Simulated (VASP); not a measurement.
SnO:

```
Sn O
1.0
     0.00000    2.41393    2.53697
     2.41393    0.00000    2.53697
     2.41393    2.41393    0.00000
Sn O
1 1
Direct
  0.00000 0.00000 0.00000
  0.50000 0.50000 0.50000
```

This cell differs from its parent crystal: biaxial xy strain -4.8%.

Base run:

* Program: VASP 6.6.1
* Functional: PBE
* Potentials or basis: VASP PAW PBE potentials, release 64 (Sn_d, O)
* Cutoff: 520 eV
* k mesh: 8 × 8 × 8
* Occupations: fermi-dirac, width 0.02 eV
* Spin: no spin polarisation

Its results: band gap on the k mesh 0.80 eV, indirect (least direct gap 1.10 eV); pressure 15.7 GPa.

**Question.** The run is repeated on the same cell with these changes: functional from PBE to r2SCAN; further incar settings from ALGO = Normal; EDIFF = 1e-06; NBANDS = 17 to ALGO = Normal; EDIFF = 1e-07; NBANDS = 17. What comes out?

**Answer.** Band gap on the k mesh 0.88 eV, indirect (least direct gap 1.10 eV); pressure 13.6 GPa.

Caveats: spin-orbit coupling is left out, which moves the levels of the heavy elements; the PAW data sets were made with another functional, which shifts forces and pressure a little (some runs).

A k mesh can miss the band edges.
